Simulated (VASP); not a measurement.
# Ca in VASP: single point with LDA

Aim: the single point of Ca with LDA.

Program: VASP 6.6.1. These are calculated values, not measurements. Logs are shortened: lines on timing, memory, paths and dates and some standing lists are left out, and cuts for length are marked.

## (1) The cell of the first run

The cell holds a sublattice, 1 atom: a = 4.328 Å, b = 4.328 Å, c = 3.942 Å, α = 90.00°, β = 90.00°, γ = 120.00°.

## (2) Single point, LDA

INCAR

```
PREC = Accurate
ENCUT = 520
EDIFF = 1E-6
ISMEAR = 0
SIGMA = 0.1
LREAL = F
LASPH = T
NELM = 60
ALGO = Normal
ISIF = 2
LWAVE = F
LCHARG = F
NBANDS = 11
```

KPOINTS

```
Automatic mesh
0
Gamma
  9 9 8
```

POSCAR

```
Ca
1.0
    4.3275936236      0.0000000000      0.0000000000
   -2.1637968118      3.7478060153      0.0000000000
    0.0000000000      0.0000000000      3.9424951600
Ca
1
Direct
    0.3333333300      0.6666666700      0.0000000000
```

Potentials or basis: VASP PAW LDA potentials, release 64 (Ca_sv).

On the command line:

```
$ cat potpaw_LDA.64/Ca_sv/POTCAR > POTCAR
$ mpirun -np 1 vasp_std > vasp.out
```

OUTCAR:

```text
PREC = Accurate
   ENCUT = 520
   EDIFF = 1E-6
   ISMEAR = 0
   LREAL = F
   LASPH = T
   NELM = 60
   ISIF = 2

 ion  position               nearest neighbor table
   1  0.333  0.667  0.000-

  LATTYP: Found a hexagonal cell.
 ALAT       =     4.3275936236
 C/A-ratio  =     0.9110132565

  Lattice vectors:

 A1 = (   4.3275936236,   0.0000000000,   0.0000000000)
 A2 = (  -2.1637968118,   3.7478060153,   0.0000000000)
 A3 = (   0.0000000000,   0.0000000000,   3.9424951600)

Analysis of symmetry for initial positions (statically):
=====================================================================
 Subroutine PRICEL returns:
 Original cell was already a primitive cell.

 Routine SETGRP: Setting up the symmetry group for a
 hexagonal supercell.

 Subroutine GETGRP returns: Found 24 space group operations
 (whereof 12 operations were pure point group operations)
 out of a pool of 24 trial point group operations.

The static configuration has the point symmetry D_3h.
 The point group associated with its full space group is D_6h.

Analysis of symmetry for dynamics (positions and initial velocities):
=====================================================================
 Subroutine PRICEL returns:
 Original cell was already a primitive cell.

 Routine SETGRP: Setting up the symmetry group for a
 hexagonal supercell.

 Subroutine GETGRP returns: Found 24 space group operations
 (whereof 12 operations were pure point group operations)
 out of a pool of 24 trial point group operations.

The dynamic configuration has the point symmetry D_3h.
 The point group associated with its full space group is D_6h.

 Subroutine INISYM returns: Found 24 space group operations
 (whereof 12 operations are pure point group operations),
 and found     1 'primitive' translations

----------------------------------------------------------------------------------------

                                     Primitive cell

  volume of cell :      63.9433

  direct lattice vectors                    reciprocal lattice vectors
     4.327593624  0.000000000  0.000000000     0.231075301  0.133411387  0.000000000
    -2.163796812  3.747806015  0.000000000     0.000000000  0.266822775  0.000000000
     0.000000000  0.000000000  3.942495160     0.000000000  0.000000000  0.253646475

  length of vectors
[... 83 lines left out ...]
   NSW    =      0    number of steps for IOM
   IBRION =     -1    ionic relax: 0-MD 1-quasi-New 2-CG
   NFREE  =      0    steps in history (QN), initial steepest desc. (CG)
   ISIF   =      2    stress and relaxation
   ISYM   =      2    0-nonsym 1-usesym 2-fastsym
   POTIM  = 0.5000    time-step for ionic-motion
   TEBEG  =    0.0;   TEEND  =   0.0 temperature during run
   PSTRESS=    0.0 pullay stress
   NELECT =      10.0000    total number of electrons
   NUPDOWN=      -1.0000    fix difference up-down
   EMIN   =  10.00;   EMAX   =-10.00  energy-range for DOS
   EFERMI =   0.00;   METHOD = LEGACY
   ISMEAR =     0;   SIGMA  =   0.10  broadening in eV -4-tet -1-fermi 0-gaus
   EFERMI_NEDOS =   21; number of points for ismear=-14 and -15
   IALGO  =     38    algorithm
   IMIX   =      4    mixing-type and parameters
     AMIX     =   0.40;   BMIX     =  1.00
     AMIX_MAG =   1.60;   BMIX_MAG =  1.00
  volume/ion in A,a.u.               =      63.94       431.51
  Fermi-wavevector in a.u.,A,eV,Ry     =   0.882016  1.666769 10.584688  0.777953
  Thomas-Fermi vector in A             =   2.002591
   LORBIT       =      0    0 simple, 1 ext, 2 COOP (PROOUT), +10 PAW based schemes
   GGA     = CA    functional components
   LHFCALC =     F    Hartree Fock is set to
   AEXX    =    0.0000 exact exchange contribution
   IVDW    =     0    specifies the selected vdW correction
   LEPSILON=     F    determine dielectric tensor
   LRPA    =     F    only Hartree local field effects (RPA)
 non-spin polarized calculation
 Gauss-broadening in eV      SIGMA  =   0.10
  energy-cutoff  :      520.00
  volume of cell :       63.94
 maximum number of plane-waves:      1740
   NGX = 17   NGY = 17   NGZ = 15

 number of electron      10.0000000 magnetization

 Free energy of the ion-electron system (eV)
  ---------------------------------------------------
  ext. energy  EPLUGINS =         0.00000000
  ---------------------------------------------------
  free energy    TOTEN  =        -1.59043185 eV

  energy without entropy =       -1.58292096  energy(sigma->0) =       -1.58667641

 E-fermi :   0.4147     XC(G=0):  -6.7096

 val. band max:        0.4002977458   @ k =   0.3333   0.3333   0.0000
 cond. band min:       0.4542835541   @ k =   0.3333   0.2222   0.0000
 fundamental gap:      0.0539858082
 Fermi energy:         0.4146978256

 k-point     1 :       0.0000    0.0000    0.0000
  band No.  band energies     occupation
      1     -42.1666      2.00000
      2     -23.3879      2.00000
      3     -23.3879      2.00000
      4     -23.3849      2.00000
      5      -2.8878      2.00000
      6       1.0691      0.00000
      7       1.9983      0.00000
      8       1.9983      0.00000
      9       3.1301      0.00000
     10       3.1301      0.00000
     11       6.9307      0.00000
[... 309 lines left out ...]
 k-point    24 :       0.3333    0.3333    0.1250
  band No.  band energies     occupation
      1     -42.1637      2.00000
      2     -23.4101      2.00000
      3     -23.4101      2.00000
      4     -23.3906      2.00000
      5       0.3689      1.48295
      6       0.4680      0.45122
      7       0.4680      0.45122
      8       2.5321      0.00000
      9       2.5321      0.00000
     10       2.9512      0.00000
     11       3.8715      0.00000

 [... further k-points ...]

------------------------ aborting loop because EDIFF is reached ----------------------------------------

  FORCE on cell =-STRESS in cart. coord.  units (eV):
  Direction    XX          YY          ZZ          XY          YZ          ZX
  --------------------------------------------------------------------------------------
  -------------------------------------------------------------------------------------
  Total       -1.4863662     -1.4863662     -0.9523322      0.0000000      0.0000000      0.0000000
  in kB      -37.2427422    -37.2427422    -23.8618595      0.0000000      0.0000000      0.0000000
  external PRESSURE =     -32.7824480 kB  Pullay stress =       0.0000000 kB

 VOLUME and BASIS-vectors are now :
 -----------------------------------------------------------------------------
  energy-cutoff  :      520.00
  volume of cell :       63.94
      direct lattice vectors                 reciprocal lattice vectors
     4.327593624  0.000000000  0.000000000     0.231075301  0.133411387  0.000000000
    -2.163796812  3.747806015  0.000000000     0.000000000  0.266822775  0.000000000
     0.000000000  0.000000000  3.942495160     0.000000000  0.000000000  0.253646475

 POSITION                                       TOTAL-FORCE (eV/Angst)
 -----------------------------------------------------------------------------------
     -0.00000      2.49854      0.00000         0.000000      0.000000      0.000000
 -----------------------------------------------------------------------------------
    total drift:                                0.000011     -0.000006     -0.000000

  FREE ENERGIE OF THE ION-ELECTRON SYSTEM (eV)
  ---------------------------------------------------
  free  energy   TOTEN  =        -1.5904318548 eV

  energy  without entropy=       -1.5829209647  energy(sigma->0) =       -1.58667641
```

stdout:

```text
POSCAR found type information on POSCAR Ca
 POSCAR found :  1 types and       1 ions
 scaLAPACK will be used
 LDA part: xc-table for (Slater(with rela. corr.)+CA(PZ))
 , standard interpolation
 POSCAR, INCAR and KPOINTS ok, starting setup
 FFT: planning ... GRIDC
 FFT: planning ... GRID_SOFT
 FFT: planning ... GRID
 WAVECAR not read
 entering main loop
```

It took 18 s on 1 thread of Intel Xeon Platinum 8259CL at 2.50GHz (Skylake/Cascade Lake), shared host; peak memory 0.17 GiB.

Results:

| Item | Value |
| --- | --- |
| Free energy | -1.5904 eV |
| Pressure | -3.3 GPa |
| Band gap on the k mesh | zero (band 5 reaches 1.07 eV, above the bottom of band 6 at -0.04 eV) |

Stress tensor (GPa, compression positive):
```
-3.72  0.00  0.00
 0.00 -3.72  0.00
 0.00  0.00 -2.39
```
